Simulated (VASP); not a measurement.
# Mg3SiO3 in VASP: single point with PBE

Aim: the single point of Mg3SiO3 with PBE.

Program: VASP 6.6.1. These are calculated values, not measurements. Logs are shortened: lines on timing, memory, paths and dates and some standing lists are left out, and cuts for length are marked.

**1. The cell of the first run**

The cell holds a slab with vacuum, 7 atoms: a = 3.009 Å, b = 3.009 Å, c = 19.780 Å, α = 90.00°, β = 90.00°, γ = 90.00°.

**2. Single point, PBE, collinear spin**

File INCAR:

```
PREC = Accurate
ENCUT = 520
EDIFF = 1E-6
ISMEAR = 0
SIGMA = 0.05
LREAL = F
LASPH = T
NELM = 150
ALGO = Normal
ISIF = 2
LWAVE = F
LCHARG = F
ISPIN = 2
MAGMOM = 0 0 0 0 0 0 2
LORBIT = 11
LDIPOL = T
IDIPOL = 3
DIPOL = 0.5 0.5 0.348
GGA = PE
NBANDS = 27
```

File KPOINTS:

```
Automatic mesh
0
Gamma
  9 9 1
```

File POSCAR:

```
Mg3SiO3
1.0
    3.0085896295      0.0000000000      0.0000000000
    0.0000000000      3.0085896295      0.0000000000
    0.0000000000      0.0000000000     19.7799623107
Mg O Si
3 3 1
Direct
    0.5000000000      0.5000000000      0.2022248545
    0.0000000000      0.0000000000      0.3100331116
    0.5000000000      0.5000000000      0.4161289118
    0.0000000000      0.0000000000      0.2022248545
    0.5000000000      0.5000000000      0.3095409235
    0.0000000000      0.0000000000      0.4186035434
    0.2500000000      0.3750000000      0.5791180015
```

Potentials or basis: VASP PAW PBE potentials, release 64 (Mg, O, Si).

On the command line:

```sh
cat potpaw_PBE.64/Mg/POTCAR potpaw_PBE.64/O/POTCAR potpaw_PBE.64/Si/POTCAR > POTCAR
mpirun -np 1 vasp_std > vasp.out
```

OUTCAR:

```text
PREC = Accurate
   ENCUT = 520
   EDIFF = 1E-6
   ISMEAR = 0
   LREAL = F
   LASPH = T
   NELM = 150
   ISIF = 2
   ISPIN = 2
   LORBIT = 11
   GGA = PE

 ion  position               nearest neighbor table
   1  0.500  0.500  0.202-   5 2.12   4 2.13   4 2.13   4 2.13   4 2.13   2 3.01   2 3.01   2 3.01
                             2 3.01
   2  0.000  0.000  0.310-   5 2.13   5 2.13   5 2.13   5 2.13   4 2.13   6 2.15   3 2.99   3 2.99
                             3 2.99   3 2.99   1 3.01   1 3.01   1 3.01   1 3.01
   3  0.500  0.500  0.416-   5 2.11   6 2.13   6 2.13   6 2.13   6 2.13   2 2.99   2 2.99   2 2.99
                             2 2.99   7 3.33
   4  0.000  0.000  0.202-   1 2.13   1 2.13   1 2.13   1 2.13   2 2.13
   5  0.500  0.500  0.310-   3 2.11   1 2.12   2 2.13   2 2.13   2 2.13   2 2.13
   6  0.000  0.000  0.419-   3 2.13   3 2.13   3 2.13   3 2.13   2 2.15
   7  0.250  0.375  0.579-   3 3.33

  LATTYP: Found a simple tetragonal cell.
 ALAT       =     3.0085896295
 C/A-ratio  =     6.5744966069

  Lattice vectors:

 A1 = (   3.0085896295,   0.0000000000,   0.0000000000)
 A2 = (   0.0000000000,   3.0085896295,   0.0000000000)
 A3 = (   0.0000000000,   0.0000000000,  19.7799623107)

Analysis of symmetry for initial positions (statically):
=====================================================================
 Subroutine PRICEL returns:
 Original cell was already a primitive cell.

 Routine SETGRP: Setting up the symmetry group for a
 simple tetragonal supercell.

 Subroutine GETGRP returns: Found  1 space group operations
 (whereof  1 operations were pure point group operations)
 out of a pool of 16 trial point group operations.

The static configuration has the point symmetry C_1 .

Analysis of symmetry for dynamics (positions and initial velocities):
=====================================================================
 Subroutine PRICEL returns:
 Original cell was already a primitive cell.

 Routine SETGRP: Setting up the symmetry group for a
 simple tetragonal supercell.

 Subroutine GETGRP returns: Found  1 space group operations
 (whereof  1 operations were pure point group operations)
 out of a pool of 16 trial point group operations.

The dynamic configuration has the point symmetry C_1 .

Analysis of structural, dynamic, and magnetic symmetry:
=====================================================================
 Subroutine PRICEL returns:
 Original cell was already a primitive cell.

 Routine SETGRP: Setting up the symmetry group for a
 simple tetragonal supercell.

 Subroutine GETGRP returns: Found  1 space group operations
 (whereof  1 operations were pure point group operations)
 out of a pool of 16 trial point group operations.

The overall configuration has the point symmetry C_1 .

 Subroutine INISYM returns: Found  1 space group operations
 (whereof  1 operations are pure point group operations),
 and found     1 'primitive' translations

----------------------------------------------------------------------------------------

                                     Primitive cell

  volume of cell :     179.0405

  direct lattice vectors                    reciprocal lattice vectors
     3.008589629  0.000000000  0.000000000     0.332381655  0.000000000  0.000000000
     0.000000000  3.008589629  0.000000000     0.000000000  0.332381655  0.000000000
     0.000000000  0.000000000 19.779962311     0.000000000  0.000000000  0.050556214

  length of vectors
     3.008589629  3.008589629 19.779962311     0.332381655  0.332381655  0.050556214

  position of ions in fractional coordinates (direct lattice)
     0.500000000  0.500000000  0.202224855
     0.000000000  0.000000000  0.310033112
     0.500000000  0.500000000  0.416128912
     0.000000000  0.000000000  0.202224855
     0.500000000  0.500000000  0.309540924
     0.000000000  0.000000000  0.418603543
     0.250000000  0.375000000  0.579118001

  ion indices of the primitive-cell ions
   primitive index   ion index
                 1           1
                 2           2
                 3           3
                 4           4
                 5           5
                 6           6
[... 61 lines left out ...]
   NGX,Y,Z   is equivalent  to a cutoff of  13.26, 13.26, 12.61 a.u.
   NGXF,Y,Z  is equivalent  to a cutoff of  26.52, 26.52, 25.21 a.u.
 SYSTEM =  unknown system
   PREC   = accura    normal or accurate (medium, high low for compatibility)
   ISTART =      0    job   : 0-new  1-cont  2-samecut
   ICHARG =      2    charge: 1-file 2-atom 10-const
   ISPIN  =      2    spin polarized calculation?
   LNONCOLLINEAR =      F non collinear calculations
   LSORBIT =      F    spin-orbit coupling
   LASPH  =      T    aspherical Exc in radial PAW
   ENCUT  =  520.0 eV  38.22 Ry    6.18 a.u.   5.59  5.59 36.78*2*pi/ulx,y,z
   NELM   =    150;   NELMIN=  2; NELMDL= -5     # of ELM steps
   EDIFF  = 0.1E-05   stopping-criterion for ELM
   LREAL  =      F    real-space projection
   EDIFFG = 0.1E-04   stopping-criterion for IOM
   NSW    =      0    number of steps for IOM
   IBRION =     -1    ionic relax: 0-MD 1-quasi-New 2-CG
   NFREE  =      0    steps in history (QN), initial steepest desc. (CG)
   ISIF   =      2    stress and relaxation
   ISYM   =      2    0-nonsym 1-usesym 2-fastsym
   POTIM  = 0.5000    time-step for ionic-motion
   TEBEG  =    0.0;   TEEND  =   0.0 temperature during run
   PSTRESS=    0.0 pullay stress
   NELECT =      28.0000    total number of electrons
   NUPDOWN=      -1.0000    fix difference up-down
   EMIN   =  10.00;   EMAX   =-10.00  energy-range for DOS
   EFERMI =   0.00;   METHOD = LEGACY
   ISMEAR =     0;   SIGMA  =   0.05  broadening in eV -4-tet -1-fermi 0-gaus
   EFERMI_NEDOS =   21; number of points for ismear=-14 and -15
   IALGO  =     38    algorithm
   IMIX   =      4    mixing-type and parameters
     AMIX     =   0.40;   BMIX     =  1.00
     AMIX_MAG =   1.60;   BMIX_MAG =  1.00
  volume/ion in A,a.u.               =      25.58       172.60
  Fermi-wavevector in a.u.,A,eV,Ry     =   0.882017  1.666771 10.584711  0.777954
  Thomas-Fermi vector in A             =   2.002592
   LORBIT       =     11    0 simple, 1 ext, 2 COOP (PROOUT), +10 PAW based schemes
   GGA     = PE    functional components
   LHFCALC =     F    Hartree Fock is set to
   AEXX    =    0.0000 exact exchange contribution
   IVDW    =     0    specifies the selected vdW correction
   LEPSILON=     F    determine dielectric tensor
   LRPA    =     F    only Hartree local field effects (RPA)
 spin polarized calculation
 Gauss-broadening in eV      SIGMA  =   0.05
  energy-cutoff  :      520.00
  volume of cell :      179.04
 maximum number of plane-waves:      4849
   NGX = 11   NGY = 11   NGZ = 73

 dipolmoment           0.000000      0.000000     -0.023553 electrons x Angstroem

 number of electron      28.0000004 magnetization       0.0663901

 dipolmoment           0.000000      0.000000      0.059091 electrons x Angstroem

 Free energy of the ion-electron system (eV)
  ---------------------------------------------------
  ext. energy  EPLUGINS =         0.00000000
  ---------------------------------------------------
  free energy    TOTEN  =       -38.18959471 eV

  energy without entropy =      -38.18719259  energy(sigma->0) =      -38.18839365

 E-fermi :  -0.1262     XC(G=0):  -5.7129

 val. band max:       -0.1396444280   @ k =   0.3333   0.3333   0.0000
 cond. band min:      -0.1174826969   @ k =   0.0000   0.3333   0.0000
 fundamental gap:      0.0221617311
 Fermi energy:        -0.1261677018

 spin component 1

 k-point     1 :       0.0000    0.0000    0.0000
  band No.  band energies     occupation
      1     -18.2698      1.00000
      2     -17.5087      1.00000
      3     -17.1230      1.00000
      4      -8.7889      1.00000
      5      -4.8211      1.00000
      6      -3.5380      1.00000
[... 685 lines left out ...]
     25       9.4302      0.00000
     26       9.8052      0.00000

 [... further k-points ...]

 spin component 2

 k-point     1 :       0.0000    0.0000    0.0000
  band No.  band energies     occupation
      1     -18.2689      1.00000
      2     -17.5062      1.00000
      3     -17.1198      1.00000
      4      -8.7407      1.00000
      5      -4.8190      1.00000
      6      -3.5271      1.00000
[... 685 lines left out ...]
     25       9.4681      0.00000
     26       9.8059      0.00000

 [... further k-points ...]

 [bands above 26 left out]

------------------------ aborting loop because EDIFF is reached ----------------------------------------

 vacuum level on the upper side and lower side of the slab       (xc-potential included)         0.148        -0.821

  FORCE on cell =-STRESS in cart. coord.  units (eV):
  Direction    XX          YY          ZZ          XY          YZ          ZX
  --------------------------------------------------------------------------------------
  -------------------------------------------------------------------------------------
  Total       -7.0528074     -7.1664023     -0.1095945      0.0005016     -0.2613347     -0.3462419
  in kB      -63.1133509    -64.1298758     -0.9807271      0.0044887     -2.3386016     -3.0984092
  external PRESSURE =     -42.7413179 kB  Pullay stress =       0.0000000 kB

 VOLUME and BASIS-vectors are now :
 -----------------------------------------------------------------------------
  energy-cutoff  :      520.00
  volume of cell :      179.04
      direct lattice vectors                 reciprocal lattice vectors
     3.008589629  0.000000000  0.000000000     0.332381655  0.000000000  0.000000000
     0.000000000  3.008589629  0.000000000     0.000000000  0.332381655  0.000000000
     0.000000000  0.000000000 19.779962311     0.000000000  0.000000000  0.050556214

 POSITION                                       TOTAL-FORCE (eV/Angst)
 -----------------------------------------------------------------------------------
      1.50429      1.50429      4.00000         0.000328      0.000290      0.448382
      0.00000      0.00000      6.13244         0.005225      0.004551     -0.054549
      1.50429      1.50429      8.23101         0.038449      0.021276      0.207443
      0.00000      0.00000      4.00000         0.000537      0.000447     -0.426384
      1.50429      1.50429      6.12271         0.006614      0.005813      0.025100
      0.00000      0.00000      8.27996         0.048245      0.041676     -0.200481
      0.75215      1.12822     11.45493        -0.099397     -0.074053      0.000488
 -----------------------------------------------------------------------------------
    total drift:                                0.000018     -0.000004     -0.001469

  FREE ENERGIE OF THE ION-ELECTRON SYSTEM (eV)
  ---------------------------------------------------
  free  energy   TOTEN  =       -38.1895947058 eV

  energy  without entropy=      -38.1871925945  energy(sigma->0) =      -38.18839365

 vacuum level on the upper side and lower side of the slab         4.103         3.149

 total charge

# of ion       s       p       d       tot
------------------------------------------
    1        0.141   0.150   0.062   0.352
    2        0.147   0.171   0.073   0.391
    3        0.141   0.153   0.063   0.356
    4        1.543   3.492   0.000   5.034
    5        1.543   3.543   0.000   5.086
    6        1.547   3.481   0.000   5.028
    7        0.900   0.564   0.000   1.464
--------------------------------------------------
tot          5.961  11.553   0.197  17.711

 magnetization (x)

# of ion       s       p       d       tot
------------------------------------------
    1       -0.000   0.000   0.000  -0.000
    2        0.000   0.000   0.000   0.000
    3       -0.000   0.000   0.000   0.000
    4       -0.000  -0.000   0.000  -0.000
    5       -0.000   0.000   0.000   0.000
    6        0.000   0.004   0.000   0.004
    7        0.000   0.018   0.000   0.018
--------------------------------------------------
tot          0.000   0.022   0.000   0.022
```

Wall time 17 min (1 thread of Intel Xeon Platinum 8259CL at 2.50GHz (Skylake/Cascade Lake), shared host); peak memory 0.52 GiB.

What came out:

```
Free energy                                           : -38.1896 eV
Largest force                                         : 0.448 eV/Å
Net moment                                            : 0.07 μB per cell
Valence electrons inside the program's atomic spheres : Mg 0.35, 0.39, 0.36; O 5.03, 5.09 (each value once); Si 1.46
```

Forces in eV/Å, atoms in the order of the input:
```
Mg   0.000  0.000  0.448
Mg   0.005  0.005 -0.055
Mg   0.038  0.021  0.207
O    0.001  0.000 -0.426
O    0.007  0.006  0.025
O    0.048  0.042 -0.200
Si  -0.099 -0.074  0.000
```

Levels at points of the mesh, in eV from the Fermi level:
Spin up:
```csv
k point,band 12,band 13,band 14,band 15,band 16,band 17
"(0.00, 0.00, 0.00)",-1.41,-1.41,-0.99,1.94,3.40,3.78
```
Spin down:
```csv
k point,band 11,band 12,band 13,band 14,band 15,band 16,band 17,band 18
"(0.00, 0.00, 0.00)",-1.78,-1.41,-1.41,-0.94,1.94,3.42,3.68,5.03
```
